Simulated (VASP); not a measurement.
# HfSiO4 (I4_1/amd) in VASP: further runs, part 2 of 2

VASP 6.6.1.

### 3 Electric field gradients, PBE (volume scaled by 0.98)

INCAR

```
SYSTEM = HfSiO4
PREC = Accurate ; ENCUT = 520
EDIFF = 1E-8 ; ISMEAR = -1
SIGMA = 0.02 ; LREAL = .FALSE.
LASPH = .TRUE. ; NELM = 60
ALGO = Normal ; ISIF = 2
LWAVE = .FALSE. ; LCHARG = .FALSE.
GGA = PE ; LEFG = .TRUE.
NBANDS = 50
```

KPOINTS

```
Automatic mesh
0
G
  5 5 5
  0 0 0
```

POSCAR

```
HfSiO4
1.0
   -3.2641939663      3.2641939663      2.9615886588
    3.2641939663     -3.2641939663      2.9615886588
    3.2641939663      3.2641939663     -2.9615886588
Hf Si O
2 2 8
Direct
    0.7500000000      0.2500000000      0.5000000000
    0.0000000000      0.0000000000      0.0000000000
    0.2500000000      0.7500000000      0.5000000000
    0.5000000000      0.5000000000      0.0000000000
    0.1340001033      0.3192779115      0.8147221918
    0.0692779115      0.7545557197      0.6852778082
    0.5045557197      0.3192779115      0.1852778082
    0.0692779115      0.3840001033      0.3147221918
    0.6159998967      0.9307220885      0.6852778082
    0.6807220885      0.8659998967      0.1852778082
    0.2454442803      0.9307220885      0.3147221918
    0.6807220885      0.4954442803      0.8147221918
```

Potentials or basis: VASP PAW PBE potentials, release 64 (Hf_pv, Si, O).

Started as:

```bash
cat potpaw_PBE.64/Hf_pv/POTCAR potpaw_PBE.64/Si/POTCAR potpaw_PBE.64/O/POTCAR > POTCAR
mpirun -np 1 vasp_std > vasp.out
```

OUTCAR:

```text
SYSTEM = HfSiO4
   PREC = Accurate
   ENCUT = 520
   EDIFF = 1E-8
   ISMEAR = -1
   LREAL = .FALSE.
   LASPH = .TRUE.
   NELM = 60
   ISIF = 2
   GGA = PE

 ion  position               nearest neighbor table
   1  0.750  0.250  0.500-   5 2.10  10 2.10   7 2.10  12 2.10   8 2.24   9 2.24   6 2.24  11 2.24
                             3 2.96   3 2.96   2 3.58   2 3.58   2 3.58   2 3.58
   2  0.000  0.000  0.000-   8 2.10   9 2.10   6 2.10  11 2.10  10 2.24   5 2.24   7 2.24  12 2.24
                             4 2.96   4 2.96   1 3.58   1 3.58   1 3.58   1 3.58
   3  0.250  0.750  0.500-   6 1.62  11 1.62   9 1.62   8 1.62   1 2.96   1 2.96
   4  0.500  0.500  0.000-   7 1.62  12 1.62  10 1.62   5 1.62   2 2.96   2 2.96
   5  0.134  0.319  0.815-   4 1.62   1 2.10   2 2.24
   6  0.069  0.755  0.685-   3 1.62   2 2.10   1 2.24
   7  0.505  0.319  0.185-   4 1.62   1 2.10   2 2.24
   8  0.069  0.384  0.315-   3 1.62   2 2.10   1 2.24
   9  0.616  0.931  0.685-   3 1.62   2 2.10   1 2.24
  10  0.681  0.866  0.185-   4 1.62   1 2.10   2 2.24
  11  0.245  0.931  0.315-   3 1.62   2 2.10   1 2.24
  12  0.681  0.495  0.815-   4 1.62   1 2.10   2 2.24

  LATTYP: Found a body centered tetragonal cell.
 ALAT       =     6.5283879326
 C/A-ratio  =     0.9072955496

  Lattice vectors:

 A1 = (  -3.2641939663,   3.2641939663,   2.9615886588)
 A2 = (   3.2641939663,  -3.2641939663,   2.9615886588)
 A3 = (   3.2641939663,   3.2641939663,  -2.9615886588)

Analysis of symmetry for initial positions (statically):
=====================================================================
 Subroutine PRICEL returns:
 Original cell was already a primitive cell.

 Routine SETGRP: Setting up the symmetry group for a
 body centered tetragonal supercell.

 Subroutine GETGRP returns: Found 16 space group operations
 (whereof  8 operations were pure point group operations)
 out of a pool of 16 trial point group operations.

The static configuration has the point symmetry D_2d.
[... 1165 lines left out ...]
      2.05463      0.00000      0.41035        -0.295138      0.000000     -0.212572
      3.26419      1.20957      2.55124         0.000000      0.295138      0.212572
      1.20957     -0.00000      4.03204         0.295138      0.000000      0.212572
      3.26419     -1.20957      2.55124        -0.000000     -0.295138      0.212572
      2.05463      3.26419      1.07045        -0.295138      0.000000      0.212572
 -----------------------------------------------------------------------------------
    total drift:                               -0.000000      0.000000     -0.000000

  FREE ENERGIE OF THE ION-ELECTRON SYSTEM (eV)
  ---------------------------------------------------
  free  energy   TOTEN  =      -108.4827086934 eV

  energy  without entropy=     -108.4827086934  energy(sigma->0) =     -108.48270869

 Electric field gradients (V/A^2)
---------------------------------------------------------------------
 ion       V_xx      V_yy      V_zz      V_xy      V_xz      V_yz
---------------------------------------------------------------------
   1     -65.254   -65.254   130.508     0.000     0.000     0.000
   2     -65.254   -65.254   130.508     0.000     0.000     0.000
   3      11.737    11.737   -23.473    -0.000    -0.000    -0.000
   4      11.737    11.737   -23.473    -0.000    -0.000    -0.000
   5     -40.196    20.278    19.918    -0.001    -0.001    22.689
   6      20.278   -40.196    19.918    -0.001   -22.692    -0.001
   7     -40.196    20.278    19.918    -0.001    -0.001   -22.692
   8      20.278   -40.196    19.918    -0.001    22.689    -0.001
   9     -40.196    20.278    19.918    -0.001    -0.001    22.689
  10      20.278   -40.196    19.918    -0.001    22.689    -0.001
  11     -40.196    20.278    19.918    -0.001    -0.001   -22.692
  12      20.278   -40.196    19.918    -0.001   -22.692    -0.001
---------------------------------------------------------------------

 Electric field gradients after diagonalization (V/A^2)
 (convention: |V_zz| > |V_xx| > |V_yy|)
----------------------------------------------------------------------
 ion       V_xx      V_yy      V_zz     asymmetry (V_yy - V_xx)/ V_zz
----------------------------------------------------------------------
   1     -65.254   -65.254   130.508       0.000
   2     -65.254   -65.254   130.508       0.000
   3      11.737    11.736   -23.473       0.000
   4      11.737    11.736   -23.473       0.000
   5     -40.196    -2.592    42.788       0.879
   6     -40.196    -2.594    42.790       0.879
   7     -40.196    -2.594    42.790       0.879
   8     -40.196    -2.592    42.788       0.879
   9     -40.196    -2.592    42.788       0.879
  10     -40.196    -2.592    42.788       0.879
  11     -40.196    -2.594    42.790       0.879
  12     -40.196    -2.594    42.790       0.879
----------------------------------------------------------------------

           NMR quadrupolar parameters

 Cq : quadrupolar parameter    Cq=e*Q*V_zz/h
 eta: asymmetry parameters     (V_yy - V_xx)/ V_zz
 Q  : nuclear electric quadrupole moment in mb (millibarn)
----------------------------------------------------------------------
 ion       Cq(MHz)       eta       Q (mb)
----------------------------------------------------------------------
   1       0.316       0.000       1.000
   2       0.316       0.000       1.000
   3      -0.057       0.000       1.000
   4      -0.057       0.000       1.000
   5       0.103       0.879       1.000
   6       0.103       0.879       1.000
   7       0.103       0.879       1.000
   8       0.103       0.879       1.000
   9       0.103       0.879       1.000
  10       0.103       0.879       1.000
  11       0.103       0.879       1.000
  12       0.103       0.879       1.000
----------------------------------------------------------------------
```

stdout:

```text
POSCAR found type information on POSCAR HfSiO
 POSCAR found :  3 types and      12 ions
 scaLAPACK will be used
 LDA part: xc-table for (Slater+PW92), standard interpolation
 POSCAR, INCAR and KPOINTS ok, starting setup
 FFT: planning ... GRIDC
 FFT: planning ... GRID_SOFT
 FFT: planning ... GRID
 WAVECAR not read
 entering main loop
ion   1

ion   2

ion   3

ion   4

ion   5

ion   6

ion   7

ion   8

ion   9

ion  10

ion  11

ion  12
```

Wall time 94 s (1 thread of AMD EPYC 9R45 (Zen 5), shared host); peak memory 0.27 GiB.

What came out:

```
Free energy            : -108.4827 eV
Pressure               : 10.7 GPa
Largest force          : 0.364 eV/Å
Band gap on the k mesh : 5.53 eV, indirect (least direct gap 5.92 eV)
```

Forces in eV/Å, atoms in the order of the input:
```
Hf   0.000  0.000  0.000
Hf   0.000  0.000  0.000
Si   0.000  0.000  0.000
Si   0.000  0.000  0.000
O    0.000 -0.295 -0.213
O    0.295  0.000 -0.213
O    0.000  0.295 -0.213
O   -0.295  0.000 -0.213
O    0.000  0.295  0.213
O    0.295  0.000  0.213
O    0.000 -0.295  0.213
O   -0.295  0.000  0.213
```

Electric field gradients, principal values (V/Å²):
```csv
atom,least,middle,greatest (by size)
1 Hf,-65.254,-65.254,130.508
2 Hf,-65.254,-65.254,130.508
3 Si,11.736,11.737,-23.473
4 Si,11.736,11.737,-23.473
5 O,-2.592,-40.196,42.788
6 O,-2.594,-40.196,42.790
7 O,-2.594,-40.196,42.790
8 O,-2.592,-40.196,42.788
9 O,-2.592,-40.196,42.788
10 O,-2.592,-40.196,42.788
11 O,-2.594,-40.196,42.790
12 O,-2.594,-40.196,42.790
```

Caveat: without QUAD_EFG the Cq values of the log hold for a quadrupole moment of 1 mb, not for the nuclei; spin-orbit coupling is left out, which moves the levels of the heavy elements. A k mesh can miss the band edges.

### 4 Electric field gradients, PBE (volume scaled by 1.06)

INCAR

```
SYSTEM = HfSiO4
PREC = Accurate
ENCUT = 520
EDIFF = 1E-8
ISMEAR = -1
SIGMA = 0.02
LREAL = .FALSE.
LASPH = .TRUE.
NELM = 100
ALGO = Normal
ISIF = 2
LWAVE = .FALSE.
LCHARG = .FALSE.
GGA = PE
LEFG = .TRUE.
NBANDS = 50
```

KPOINTS is that of step 3.

POSCAR, as its differences from that of step 3:

```diff
@@ -2,5 +2,5 @@
 1.0
-   -3.2641939663      3.2641939663      2.9615886588
-    3.2641939663     -3.2641939663      2.9615886588
-    3.2641939663      3.2641939663     -2.9615886588
+   -3.3507026377      3.3507026377      3.0400775913
+    3.3507026377     -3.3507026377      3.0400775913
+    3.3507026377      3.3507026377     -3.0400775913
 Hf Si O
```

Potentials or basis: VASP PAW PBE potentials, release 64 (Hf_pv, Si, O).

Started as:

```bash
cat potpaw_PBE.64/Hf_pv/POTCAR potpaw_PBE.64/Si/POTCAR potpaw_PBE.64/O/POTCAR > POTCAR
mpirun -np 1 vasp_std > vasp.out
```

OUTCAR:

```text
SYSTEM = HfSiO4
   PREC = Accurate
   ENCUT = 520
   EDIFF = 1E-8
   ISMEAR = -1
   LREAL = .FALSE.
   LASPH = .TRUE.
   NELM = 100
   ISIF = 2
   GGA = PE

 ion  position               nearest neighbor table
   1  0.750  0.250  0.500-   5 2.15  10 2.15   7 2.15  12 2.15   8 2.30   9 2.30   6 2.30  11 2.30
                             3 3.04   3 3.04   2 3.68   2 3.68   2 3.68   2 3.68
   2  0.000  0.000  0.000-   8 2.15   9 2.15   6 2.15  11 2.15  10 2.30   5 2.30   7 2.30  12 2.30
                             4 3.04   4 3.04   1 3.68   1 3.68   1 3.68   1 3.68
   3  0.250  0.750  0.500-   6 1.66  11 1.66   9 1.66   8 1.66   1 3.04   1 3.04
   4  0.500  0.500  0.000-   7 1.66  12 1.66  10 1.66   5 1.66   2 3.04   2 3.04
   5  0.134  0.319  0.815-   4 1.66   1 2.15   2 2.30
   6  0.069  0.755  0.685-   3 1.66   2 2.15   1 2.30
   7  0.505  0.319  0.185-   4 1.66   1 2.15   2 2.30
   8  0.069  0.384  0.315-   3 1.66   2 2.15   1 2.30
   9  0.616  0.931  0.685-   3 1.66   2 2.15   1 2.30
  10  0.681  0.866  0.185-   4 1.66   1 2.15   2 2.30
  11  0.245  0.931  0.315-   3 1.66   2 2.15   1 2.30
  12  0.681  0.495  0.815-   4 1.66   1 2.15   2 2.30

  LATTYP: Found a body centered tetragonal cell.
 ALAT       =     6.7014052754
 C/A-ratio  =     0.9072955496

  Lattice vectors:

 A1 = (  -3.3507026377,   3.3507026377,   3.0400775913)
 A2 = (   3.3507026377,  -3.3507026377,   3.0400775913)
 A3 = (   3.3507026377,   3.3507026377,  -3.0400775913)

Analysis of symmetry for initial positions (statically):
=====================================================================
 Subroutine PRICEL returns:
 Original cell was already a primitive cell.

 Routine SETGRP: Setting up the symmetry group for a
 body centered tetragonal supercell.

 Subroutine GETGRP returns: Found 16 space group operations
 (whereof  8 operations were pure point group operations)
 out of a pool of 16 trial point group operations.

The static configuration has the point symmetry D_2d.
[... 1165 lines left out ...]
      2.10908      0.00000      0.42122         0.282418     -0.000000      0.051173
      3.35070      1.24162      2.61886        -0.000000     -0.282418     -0.051173
      1.24162     -0.00000      4.13890        -0.282418     -0.000000     -0.051173
      3.35070     -1.24162      2.61886        -0.000000      0.282418     -0.051173
      2.10908      3.35070      1.09882         0.282418     -0.000000     -0.051173
 -----------------------------------------------------------------------------------
    total drift:                               -0.000000      0.000000     -0.000000

  FREE ENERGIE OF THE ION-ELECTRON SYSTEM (eV)
  ---------------------------------------------------
  free  energy   TOTEN  =      -108.5436257937 eV

  energy  without entropy=     -108.5436257937  energy(sigma->0) =     -108.54362579

 Electric field gradients (V/A^2)
---------------------------------------------------------------------
 ion       V_xx      V_yy      V_zz      V_xy      V_xz      V_yz
---------------------------------------------------------------------
   1     -53.126   -53.126   106.252     0.001     0.001     0.001
   2     -53.126   -53.126   106.252     0.001     0.001     0.001
   3      10.071    10.071   -20.143     0.000     0.000     0.000
   4      10.071    10.071   -20.143     0.000     0.000     0.000
   5     -49.861    27.141    22.721    -0.001    -0.002    28.359
   6      27.141   -49.862    22.721    -0.000   -28.361    -0.001
   7     -49.862    27.141    22.721    -0.000    -0.001   -28.361
   8      27.141   -49.861    22.721    -0.001    28.359    -0.002
   9     -49.861    27.141    22.721    -0.001    -0.002    28.359
  10      27.141   -49.861    22.721    -0.001    28.359    -0.002
  11     -49.862    27.141    22.721    -0.000    -0.001   -28.361
  12      27.141   -49.862    22.721    -0.000   -28.361    -0.001
---------------------------------------------------------------------

 Electric field gradients after diagonalization (V/A^2)
 (convention: |V_zz| > |V_xx| > |V_yy|)
----------------------------------------------------------------------
 ion       V_xx      V_yy      V_zz     asymmetry (V_yy - V_xx)/ V_zz
----------------------------------------------------------------------
   1     -53.127   -53.125   106.252       0.000
   2     -53.127   -53.125   106.252       0.000
   3      10.072    10.071   -20.143       0.000
   4      10.072    10.071   -20.143       0.000
   5     -49.861    -3.514    53.376       0.868
   6     -49.862    -3.516    53.378       0.868
   7     -49.862    -3.516    53.378       0.868
   8     -49.861    -3.514    53.376       0.868
   9     -49.861    -3.514    53.376       0.868
  10     -49.861    -3.514    53.376       0.868
  11     -49.862    -3.516    53.378       0.868
  12     -49.862    -3.516    53.378       0.868
----------------------------------------------------------------------

           NMR quadrupolar parameters

 Cq : quadrupolar parameter    Cq=e*Q*V_zz/h
 eta: asymmetry parameters     (V_yy - V_xx)/ V_zz
 Q  : nuclear electric quadrupole moment in mb (millibarn)
----------------------------------------------------------------------
 ion       Cq(MHz)       eta       Q (mb)
----------------------------------------------------------------------
   1       0.257       0.000       1.000
   2       0.257       0.000       1.000
   3      -0.049       0.000       1.000
   4      -0.049       0.000       1.000
   5       0.129       0.868       1.000
   6       0.129       0.868       1.000
   7       0.129       0.868       1.000
   8       0.129       0.868       1.000
   9       0.129       0.868       1.000
  10       0.129       0.868       1.000
  11       0.129       0.868       1.000
  12       0.129       0.868       1.000
----------------------------------------------------------------------
```

OSZICAR:

```text
N       E                     dE             d eps       ncg     rms          rms(c)
DAV:   1     0.455990363847E+03    0.45599E+03   -0.42229E+04  1800   0.148E+03
DAV:   2    -0.945031373456E+02   -0.55049E+03   -0.53499E+03  2190   0.362E+02
DAV:   3    -0.125133892176E+03   -0.30631E+02   -0.30478E+02  2200   0.825E+01
[... 11 lines left out ...]
DAV:  15    -0.108543625764E+03   -0.24115E-06   -0.60709E-07  2264   0.362E-03    0.281E-03
DAV:  16    -0.108543625830E+03   -0.66023E-07   -0.40168E-08  2008   0.981E-04    0.144E-03
DAV:  17    -0.108543625809E+03    0.20517E-07   -0.52976E-09  1304   0.393E-04    0.596E-04
DAV:  18    -0.108543625795E+03    0.13888E-07   -0.72320E-10  1168   0.142E-04    0.114E-04
DAV:  19    -0.108543625794E+03    0.15671E-08   -0.22926E-10  1080   0.695E-05
   1 F= -.10854363E+03 E0= -.10854363E+03  d E =-.531306E-12
```

It took 95 s on 1 thread of AMD EPYC 9R45 (Zen 5), shared host; peak memory 0.28 GiB.

Results:

| Quantity | Value |
| --- | --- |
| Free energy | -108.5436 eV |
| Pressure | -8.0 GPa |
| Largest force | 0.287 eV/Å |
| Band gap on the k mesh | 5.13 eV, indirect (least direct gap 5.46 eV) |

Forces in eV/Å, atoms in the order of the input:
```
Hf   0.000  0.000  0.000
Hf   0.000  0.000  0.000
Si   0.000  0.000  0.000
Si   0.000  0.000  0.000
O    0.000  0.282  0.051
O   -0.282  0.000  0.051
O    0.000 -0.282  0.051
O    0.282  0.000  0.051
O    0.000 -0.282 -0.051
O   -0.282  0.000 -0.051
O    0.000  0.282 -0.051
O    0.282  0.000 -0.051
```

Stress tensor (GPa, compression positive):
```
-7.67  0.00  0.00
 0.00 -7.67  0.00
 0.00  0.00 -8.75
```

Electric field gradients, principal values (V/Å²):
| atom | least | middle | greatest (by size) |
| --- | --- | --- | --- |
| 1 Hf | -53.125 | -53.127 | 106.252 |
| 2 Hf | -53.125 | -53.127 | 106.252 |
| 3 Si | 10.071 | 10.072 | -20.143 |
| 4 Si | 10.071 | 10.072 | -20.143 |
| 5 O | -3.514 | -49.861 | 53.376 |
| 6 O | -3.516 | -49.862 | 53.378 |
| 7 O | -3.516 | -49.862 | 53.378 |
| 8 O | -3.514 | -49.861 | 53.376 |
| 9 O | -3.514 | -49.861 | 53.376 |
| 10 O | -3.514 | -49.861 | 53.376 |
| 11 O | -3.516 | -49.862 | 53.378 |
| 12 O | -3.516 | -49.862 | 53.378 |

Caveat: without QUAD_EFG the Cq values of the log hold for a quadrupole moment of 1 mb, not for the nuclei; spin-orbit coupling is left out, which moves the levels of the heavy elements. A k mesh can miss the band edges.

### 5 Overview

```tsv
cell	gap on the mesh (eV)	pressure (GPa)	largest force (eV/Å)
a = 5.474 Å, angles 106.2, 106.2, 116.2°, 12 atoms	5.55	14.6	0.50
a = 5.485 Å, angles 107.0, 107.0, 114.6°, 12 atoms	5.53	10.7	0.36
a = 5.630 Å, angles 107.0, 107.0, 114.6°, 12 atoms	5.13	-8.0	0.29
```

Alike in all rows: task electric field gradients; level PBE; potentials or basis VASP PAW PBE potentials, release 64 (Hf_pv, Si, O); no spin polarisation; k mesh 5 × 5 × 5; cutoff (eV) 520; smearing fermi-dirac 0.02 eV.

Caveats: spin-orbit coupling is left out, which moves the levels of the heavy elements.

Absolute energies hang on the potentials; compare differences alone.
